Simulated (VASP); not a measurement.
# CuO (Cc) in VASP: a series of runs, part 2 of 2

VASP 6.6.1. The steps go on from the part before.

## 3. Single point, PBE

INCAR

```
SYSTEM = CuO
  ALGO = Normal
  EDIFF = 1E-6
  ENCUT = 520
  GGA = PE
  ISIF = 2
  ISMEAR = 1
  LASPH = .TRUE.
  LCHARG = .TRUE.
  LELF = .TRUE.
  LREAL = .FALSE.
  LVHAR = .TRUE.
  LWAVE = .FALSE.
  NBANDS = 25
  NELM = 60
  PREC = Accurate
  SIGMA = 0.05
```

KPOINTS

```
k-points
0
G
  16 16 8
  0 0 0
```

POSCAR

```
CuO
1.0
    2.3446500000     -1.7134000000      0.0000000000
    2.3446500000      1.7134000000      0.0000000000
   -0.8605500000      0.0000000000      5.0594400000
Cu O
2 2
Direct
    0.0032000000      0.4968000000      0.0000000000
    0.4968000000      0.0032000000      0.5000000000
    0.5714000000      0.4056000000      0.2537000000
    0.4056000000      0.5714000000      0.7537000000
```

Potentials or basis: VASP PAW PBE potentials, release 64 (Cu, O).

On the command line:

```
cat potpaw_PBE.64/Cu/POTCAR potpaw_PBE.64/O/POTCAR > POTCAR
mpirun -np 1 vasp_std > vasp.out
```

OUTCAR:

```text
SYSTEM = CuO
   EDIFF = 1E-6
   ENCUT = 520
   GGA = PE
   ISIF = 2
   ISMEAR = 1
   LASPH = .TRUE.
   LREAL = .FALSE.
   NELM = 60
   PREC = Accurate

 ion  position               nearest neighbor table
   1  0.003  0.497  0.000-   4 1.91   3 1.93   4 1.98   3 2.02
   2  0.497  0.003  0.500-   3 1.91   4 1.93   3 1.98   4 2.02
   3  0.571  0.406  0.254-   2 1.91   1 1.93   2 1.98   1 2.02
   4  0.406  0.571  0.754-   1 1.91   2 1.93   1 1.98   2 2.02

  LATTYP: Found a base centered monoclinic cell.
 ALAT       =     4.6893000000
 B/A-ratio  =     0.7307700510
 C/A-ratio  =     1.0944283424
 COS(beta)  =    -0.1676798048

  Lattice vectors:

 A1 = (   2.3446500000,  -1.7134000000,   0.0000000000)
 A2 = (   2.3446500000,   1.7134000000,   0.0000000000)
 A3 = (  -0.8605500000,   0.0000000000,   5.0594400000)

Analysis of symmetry for initial positions (statically):
=====================================================================
 Subroutine PRICEL returns:
[... 174 lines left out ...]
  free energy    TOTEN  =       -19.48026066 eV

  energy without entropy =      -19.48029335  energy(sigma->0) =      -19.48027155

 E-fermi :   5.6822     XC(G=0): -11.8989

 val. band max:        5.6817077130   @ k =   0.2500   0.1875   0.2500
 cond. band min:       5.6905051448   @ k =   0.3750   0.2500   0.5000
 fundamental gap:      0.0087974318
 Fermi energy:         5.6822260323

 k-point     1 :       0.0000    0.0000    0.0000
  band No.  band energies     occupation
      1     -14.2278      2.00000
      2     -12.9145      2.00000
      3      -2.4368      2.00000
      4       0.1482      2.00000
      5       0.5075      2.00000
      6       2.2998      2.00000
[... 661 lines left out ...]
     24      21.1654      0.00000
     25      22.5394      0.00000

 [... further k-points ...]

------------------------ aborting loop because EDIFF is reached ----------------------------------------

  FORCE on cell =-STRESS in cart. coord.  units (eV):
  Direction    XX          YY          ZZ          XY          YZ          ZX
  --------------------------------------------------------------------------------------
  -------------------------------------------------------------------------------------
  Total        1.6115591      1.7859126      1.4858370      0.0000000      0.0000000     -0.4600793
  in kB       63.5166492     70.3884731     58.5615436      0.0000000      0.0000000    -18.1331832
  external PRESSURE =      64.1555553 kB  Pullay stress =       0.0000000 kB

 VOLUME and BASIS-vectors are now :
 -----------------------------------------------------------------------------
  energy-cutoff  :      520.00
  volume of cell :       40.65
      direct lattice vectors                 reciprocal lattice vectors
     2.344650000 -1.713400000  0.000000000     0.213251445 -0.291817439  0.036271510
     2.344650000  1.713400000  0.000000000     0.213251445  0.291817439  0.036271510
    -0.860550000  0.000000000  5.059440000     0.000000000  0.000000000  0.197650333

 POSITION                                       TOTAL-FORCE (eV/Angst)
 -----------------------------------------------------------------------------------
      1.17233      0.84573      0.00000        -0.649376      0.365959      0.253479
      0.74205     -0.84573      2.52972        -0.649376     -0.365959      0.253479
      2.07240     -0.28408      1.28358         0.649376      0.268898     -0.253479
      1.64213      0.28408      3.81330         0.649376     -0.268898     -0.253479
 -----------------------------------------------------------------------------------
    total drift:                               -0.000237      0.000000     -0.000490

  FREE ENERGIE OF THE ION-ELECTRON SYSTEM (eV)
  ---------------------------------------------------
  free  energy   TOTEN  =       -19.4802606578 eV

  energy  without entropy=      -19.4802933481  energy(sigma->0) =      -19.48027155
```

Run time: 3 min. Hardware: 1 thread of Intel Xeon 6975P-C (Granite Rapids), shared host; peak memory 0.54 GiB.

Results:

```
Free energy            : -19.4803 eV
Pressure               : 6.4 GPa
Largest force          : 0.787 eV/Å
Band gap on the k mesh : zero (bands 17 and 18 overlap by 0.72 eV)
```

Forces in eV/Å, atoms in the order of the input:
```
Cu  -0.649  0.366  0.253
Cu  -0.649 -0.366  0.253
O    0.649  0.269 -0.253
O    0.649 -0.269 -0.253
```

Levels at points of the mesh, in eV from the Fermi level:
```csv
k point,band 13,band 14,band 15,band 16,band 17,band 18,band 19,band 20,band 21,band 22
"(0.00, 0.00, 0.00)",-2.32,-2.22,-2.14,-1.66,0.21,0.91,1.71,6.05,8.15,13.36
"(0.50, 0.00, 0.00)",-2.06,-1.60,-1.49,-1.40,-0.04,0.29,4.91,6.32,6.95,11.10
"(0.50, 0.50, 0.00)",-2.14,-2.12,-1.68,-1.23,-0.65,1.06,3.39,7.06,8.57,9.99
"(0.00, 0.00, 0.50)",-2.23,-2.23,-1.47,-1.47,0.24,0.24,3.93,3.93,11.69,11.69
"(0.50, 0.00, 0.50)",-2.21,-2.16,-1.74,-1.60,-0.10,0.73,5.15,6.53,8.11,8.54
"(0.50, 0.50, 0.50)",-1.66,-1.66,-1.31,-1.31,-0.42,-0.42,5.24,5.24,9.01,9.01
```

Caveat: the cell stands under pressure; semilocal functionals often make such compounds metallic where correlation or magnetic order opens a gap, which also shifts bond lengths. With open d or f shells a metallic result of PBE can be an artefact of self-interaction; +U or a hybrid may open a gap.
